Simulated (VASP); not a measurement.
# Pt (R-3m) in VASP: a series of runs

The runs below take Pt through single point, with LDA.

Program: VASP 6.6.1. These are calculated values, not measurements. Logs are shortened: lines on timing, memory, paths and dates and some standing lists are left out, and cuts for length are marked.

## Step 1: The cell of the first run

Symmetry: R-3m, No. 166, trigonal system. Conventional cell: a = 2.588 Å, b = 2.588 Å, c = 7.351 Å, α = 90.00°, β = 90.00°, γ = 120.00°. Pt (site symmetry -3m) has 12 Pt at 2.59 to 2.87 Å within 3.4 Å.

## Step 2: Single point, LDA

INCAR

```
SYSTEM = Pt
  PREC = Accurate
  ENCUT = 520
  EDIFF = 1E-7
  ISMEAR = 0
  SIGMA = 0.15
  LREAL = .False.
  LASPH = .True.
  NELM = 100
  ALGO = Fast
  ISIF = 2
  LWAVE = .False.
  LCHARG = .False.
  NBANDS = 11
```

KPOINTS

```
Automatic mesh
0
Gamma
  20 20 20
  0 0 0
```

POSCAR

```
Pt
1.0
    0.1946767288      2.0246379799      2.0246379799
    2.0246379799      0.1946767288      2.0246379799
    2.0246379799      2.0246379799      0.1946767288
Pt
1
Direct
    0.0000000000      0.0000000000      0.0000000000
```

Potentials or basis: VASP PAW LDA potentials, release 64 (Pt).

Command:

```
> cat potpaw_LDA.64/Pt/POTCAR > POTCAR
> mpirun -np 1 vasp_std > vasp.out
```

OUTCAR:

```text
SYSTEM = Pt
   PREC = Accurate
   ENCUT = 520
   EDIFF = 1E-7
   ISMEAR = 0
   LREAL = .False.
   LASPH = .True.
   NELM = 100
   ISIF = 2

 ion  position               nearest neighbor table
   1  0.000  0.000  0.000-

  LATTYP: Found a trigonal (rhomboedric) cell.
 ALAT       =     2.8698809954
 COS(alpha) =     0.5934106387

  Lattice vectors:

 A1 = (   0.1946767288,   2.0246379799,   2.0246379799)
 A2 = (   2.0246379799,   0.1946767288,   2.0246379799)
 A3 = (   2.0246379799,   2.0246379799,   0.1946767288)

Analysis of symmetry for initial positions (statically):
=====================================================================
 Subroutine PRICEL returns:
 Original cell was already a primitive cell.

 Routine SETGRP: Setting up the symmetry group for a
 trigonal (rhombohedral) supercell.

 Subroutine GETGRP returns: Found 12 space group operations
 (whereof 12 operations were pure point group operations)
 out of a pool of 12 trial point group operations.

The static configuration has the point symmetry D_3d.

Analysis of symmetry for dynamics (positions and initial velocities):
=====================================================================
 Subroutine PRICEL returns:
 Original cell was already a primitive cell.

 Routine SETGRP: Setting up the symmetry group for a
 trigonal (rhombohedral) supercell.

 Subroutine GETGRP returns: Found 12 space group operations
 (whereof 12 operations were pure point group operations)
 out of a pool of 12 trial point group operations.

The dynamic configuration has the point symmetry D_3d.

 Subroutine INISYM returns: Found 12 space group operations
 (whereof 12 operations are pure point group operations),
 and found     1 'primitive' translations

----------------------------------------------------------------------------------------

                                     Primitive cell

  volume of cell :      14.2120

  direct lattice vectors                    reciprocal lattice vectors
     0.194676729  2.024637980  2.024637980    -0.285763308  0.260696351  0.260696351
     2.024637980  0.194676729  2.024637980     0.260696351 -0.285763308  0.260696351
     2.024637980  2.024637980  0.194676729     0.260696351  0.260696351 -0.285763308

  length of vectors
     2.869880995  2.869880995  2.869880995     0.466460976  0.466460976  0.466460976

  position of ions in fractional coordinates (direct lattice)
     0.000000000  0.000000000  0.000000000

  ion indices of the primitive-cell ions
   primitive index   ion index
                 1           1

----------------------------------------------------------------------------------------

 KPOINTS: Automatic mesh

Automatic generation of k-mesh.
 Grid dimensions read from file:
 generate k-points for:   20   20   20

 Generating k-lattice:

  Cartesian coordinates                     Fractional coordinates (reciprocal lattice)
    -0.014288165  0.013034818  0.013034818     0.050000000 -0.000000000 -0.000000000
     0.013034818 -0.014288165  0.013034818    -0.000000000  0.050000000 -0.000000000
     0.013034818  0.013034818 -0.014288165    -0.000000000 -0.000000000  0.050000000

  Length of vectors
     0.023323049  0.023323049  0.023323049

  Shift w.r.t. Gamma in fractional coordinates (k-lattice)
     0.000000000  0.000000000  0.000000000

 Subroutine IBZKPT returns following result:
 ===========================================

 Found    781 irreducible k-points:

 Following reciprocal coordinates:
            Coordinates               Weight
  0.000000  0.000000  0.000000      1.000000
  0.050000 -0.000000 -0.000000      6.000000
  0.100000  0.000000  0.000000      6.000000
  0.150000 -0.000000 -0.000000      6.000000
  0.200000  0.000000  0.000000      6.000000
  0.250000  0.000000 -0.000000      6.000000
[... 16 lines left out ...]
 -0.400000  0.050000 -0.000000     12.000000
 -0.350000  0.050000  0.000000     12.000000
 [... further k-points ...]
   k-points           NKPTS =    781   k-points in BZ     NKDIM =    781   number of bands    NBANDS=     11
   number of dos      NEDOS =    301   number of ions     NIONS =      1
   total plane-waves  NPLWV =  13824
   dimension x,y,z NGX =    24 NGY =   24 NGZ =   24
   dimension x,y,z NGXF=    48 NGYF=   48 NGZF=   48
   ions per type =               1
   NGX,Y,Z   is equivalent  to a cutoff of  13.90, 13.90, 13.90 a.u.
   NGXF,Y,Z  is equivalent  to a cutoff of  27.81, 27.81, 27.81 a.u.
 SYSTEM =  Pt
   PREC   = accura    normal or accurate (medium, high low for compatibility)
   ISTART =      0    job   : 0-new  1-cont  2-samecut
   ICHARG =      2    charge: 1-file 2-atom 10-const
   ISPIN  =      1    spin polarized calculation?
   LNONCOLLINEAR =      F non collinear calculations
   LSORBIT =      F    spin-orbit coupling
   LASPH  =      T    aspherical Exc in radial PAW
   ENCUT  =  520.0 eV  38.22 Ry    6.18 a.u.   5.34  5.34  5.34*2*pi/ulx,y,z
   NELM   =    100;   NELMIN=  2; NELMDL= -5     # of ELM steps
   EDIFF  = 0.1E-06   stopping-criterion for ELM
   LREAL  =      F    real-space projection
   EDIFFG = 0.1E-05   stopping-criterion for IOM
   NSW    =      0    number of steps for IOM
   IBRION =     -1    ionic relax: 0-MD 1-quasi-New 2-CG
   NFREE  =      0    steps in history (QN), initial steepest desc. (CG)
   ISIF   =      2    stress and relaxation
   ISYM   =      2    0-nonsym 1-usesym 2-fastsym
   POTIM  = 0.5000    time-step for ionic-motion
   TEBEG  =    0.0;   TEEND  =   0.0 temperature during run
   PSTRESS=    0.0 pullay stress
   NELECT =      10.0000    total number of electrons
   NUPDOWN=      -1.0000    fix difference up-down
   EMIN   =  10.00;   EMAX   =-10.00  energy-range for DOS
   EFERMI =   0.00;   METHOD = LEGACY
   ISMEAR =     0;   SIGMA  =   0.15  broadening in eV -4-tet -1-fermi 0-gaus
   EFERMI_NEDOS =   21; number of points for ismear=-14 and -15
   IALGO  =     68    algorithm
   IMIX   =      4    mixing-type and parameters
     AMIX     =   0.40;   BMIX     =  1.00
     AMIX_MAG =   1.60;   BMIX_MAG =  1.00
  volume/ion in A,a.u.               =      14.21        95.91
  Fermi-wavevector in a.u.,A,eV,Ry     =   1.456096  2.751623 28.847290  2.120216
  Thomas-Fermi vector in A             =   2.573054
   LORBIT       =      0    0 simple, 1 ext, 2 COOP (PROOUT), +10 PAW based schemes
   GGA     = CA    functional components
   LHFCALC =     F    Hartree Fock is set to
   AEXX    =    0.0000 exact exchange contribution
   IVDW    =     0    specifies the selected vdW correction
   LEPSILON=     F    determine dielectric tensor
   LRPA    =     F    only Hartree local field effects (RPA)
 non-spin polarized calculation
 RMM-DIIS sequential band-by-band and
 Gauss-broadening in eV      SIGMA  =   0.15
  energy-cutoff  :      520.00
  volume of cell :       14.21
 maximum number of plane-waves:       394
 NGX is ok and might be reduce to    24
   NGX = 11   NGY = 11   NGZ = 11

 number of electron      10.0000000 magnetization

 Free energy of the ion-electron system (eV)
  ---------------------------------------------------
  ext. energy  EPLUGINS =         0.00000000
  ---------------------------------------------------
  free energy    TOTEN  =        -7.32638757 eV

  energy without entropy =       -7.31155004  energy(sigma->0) =       -7.31896880

 E-fermi :  12.2446     XC(G=0): -14.0082

 val. band max:       12.2390897249   @ k =  -0.2500   0.5000   0.1500
 cond. band min:      12.2451670812   @ k =   0.5000   0.5000   0.4000
 fundamental gap:      0.0060773563
 Fermi energy:        12.2446404360

 k-point     1 :       0.0000    0.0000    0.0000
  band No.  band energies     occupation
      1       1.3846      2.00000
      2       6.9126      2.00000
      3       8.3096      2.00000
      4       8.3096      2.00000
      5      10.9891      2.00000
      6      10.9891      2.00000
      7      26.0280      0.00000
      8      29.6413      0.00000
      9      33.9085      0.00000
     10      33.9085      0.00000
     11      37.7381      0.00000

 k-point     2 :       0.0500   -0.0000   -0.0000
  band No.  band energies     occupation
      1       1.5049      2.00000
      2       6.9660      2.00000
      3       8.2383      2.00000
      4       8.3940      2.00000
      5      10.9122      2.00000
      6      10.9460      2.00000
      7      26.2353      0.00000
      8      29.8137      0.00000
      9      33.1992      0.00000
     10      34.0585      0.00000
     11      38.4790      0.00000

 k-point     3 :       0.1000    0.0000    0.0000
  band No.  band energies     occupation
      1       1.8560      2.00000
      2       7.1169      2.00000
      3       8.0468      2.00000
      4       8.6416      2.00000
      5      10.7092      2.00000
      6      10.8260      2.00000
      7      26.8016      0.00000
      8      30.1554      0.00000
      9      32.0776      0.00000
     10      34.4949      0.00000
     11      39.4887      0.00000

 k-point     4 :       0.1500   -0.0000   -0.0000
  band No.  band energies     occupation
      1       2.4049      2.00000
      2       7.3307      2.00000
      3       7.8023      2.00000
      4       9.0299      2.00000
      5      10.4556      2.00000
      6      10.6587      2.00000
      7      27.4936      0.00000
      8      29.7859      0.00000
      9      32.0595      0.00000
     10      35.1754      0.00000
     11      38.7339      0.00000
[... 239 lines left out ...]
 k-point    22 :      -0.4500    0.0500    0.0000
  band No.  band energies     occupation
      1       4.3835      2.00000
      2       7.0486      2.00000
      3       9.1475      2.00000
      4      10.9889      2.00000
      5      11.9170      1.99799
      6      13.7688      0.00000
      7      19.9052      0.00000
      8      26.1735      0.00000
      9      30.0309      0.00000
     10      32.2472      0.00000
     11      40.0424      0.00000

 k-point    23 :      -0.4000    0.0500   -0.0000
  band No.  band energies     occupation
      1       4.4199      2.00000
      2       7.1428      2.00000
      3       9.2273      2.00000
      4      10.2823      2.00000
      5      11.5202      2.00000
      6      13.3183      0.00000
      7      21.1063      0.00000
      8      26.5994      0.00000
      9      30.6284      0.00000
     10      32.8755      0.00000
     11      38.9083      0.00000

 k-point    24 :      -0.3500    0.0500    0.0000
  band No.  band energies     occupation
      1       4.4500      2.00000
      2       7.2796      2.00000
      3       9.3202      2.00000
      4       9.3675      2.00000
      5      10.9551      2.00000
      6      12.6543      0.00011
      7      22.7657      0.00000
      8      27.3794      0.00000
      9      31.6238      0.00000
     10      34.0156      0.00000
     11      37.3346      0.00000

 [... further k-points ...]
[... 5 lines left out ...]
  --------------------------------------------------------------------------------------
  -------------------------------------------------------------------------------------
  Total        2.0283867      2.0283867      2.0283867     -1.2251155     -1.2251155     -1.2251155
  in kB      228.6688549    228.6688549    228.6688549   -138.1126024   -138.1126024   -138.1126024
  external PRESSURE =     228.6688549 kB  Pullay stress =       0.0000000 kB

 VOLUME and BASIS-vectors are now :
 -----------------------------------------------------------------------------
  energy-cutoff  :      520.00
  volume of cell :       14.21
      direct lattice vectors                 reciprocal lattice vectors
     0.194676729  2.024637980  2.024637980    -0.285763308  0.260696351  0.260696351
     2.024637980  0.194676729  2.024637980     0.260696351 -0.285763308  0.260696351
     2.024637980  2.024637980  0.194676729     0.260696351  0.260696351 -0.285763308

 POSITION                                       TOTAL-FORCE (eV/Angst)
 -----------------------------------------------------------------------------------
      0.00000      0.00000      0.00000         0.000000     -0.000000      0.000000
 -----------------------------------------------------------------------------------
    total drift:                               -0.000000      0.000000      0.000000

  FREE ENERGIE OF THE ION-ELECTRON SYSTEM (eV)
  ---------------------------------------------------
  free  energy   TOTEN  =        -7.3263875702 eV

  energy  without entropy=       -7.3115500389  energy(sigma->0) =       -7.31896880
```

Run time: 45 s. Hardware: 1 thread of Intel Xeon 6975P-C (Granite Rapids), shared host; peak memory 0.23 GiB.

Results:

* Free energy: -7.3264 eV
* Pressure: 22.9 GPa
* Band gap on the k mesh: zero (band 5 reaches 13.32 eV, above the bottom of band 6 at 10.52 eV)

Levels at points of the mesh, in eV from the Fermi level:
| k point | band 1 | band 2 | band 3 | band 4 | band 5 | band 6 | band 7 | band 8 | band 9 | band 10 |
| --- | --- | --- | --- | --- | --- | --- | --- | --- | --- | --- |
| (0.00, 0.00, 0.00) | -10.86 | -5.33 | -3.94 | -3.94 | -1.26 | -1.26 | 13.78 | 17.40 | 21.66 | 21.66 |
| (0.50, 0.00, 0.00) | -7.97 | -5.27 | -3.03 | -0.68 | -0.07 | 0.94 | 7.47 | 13.65 | 17.69 | 20.15 |
| (0.50, 0.50, 0.00) | -7.95 | -7.17 | -0.20 | 0.47 | 1.08 | 1.89 | 9.97 | 10.00 | 13.63 | 20.72 |
| (0.50, 0.50, 0.50) | -8.53 | -4.17 | -4.17 | -1.78 | 0.02 | 0.02 | 4.26 | 15.14 | 21.79 | 21.79 |

Caveat: spin-orbit coupling is left out, which moves the levels of the heavy elements.

(Part 1 of 2 ends here.)
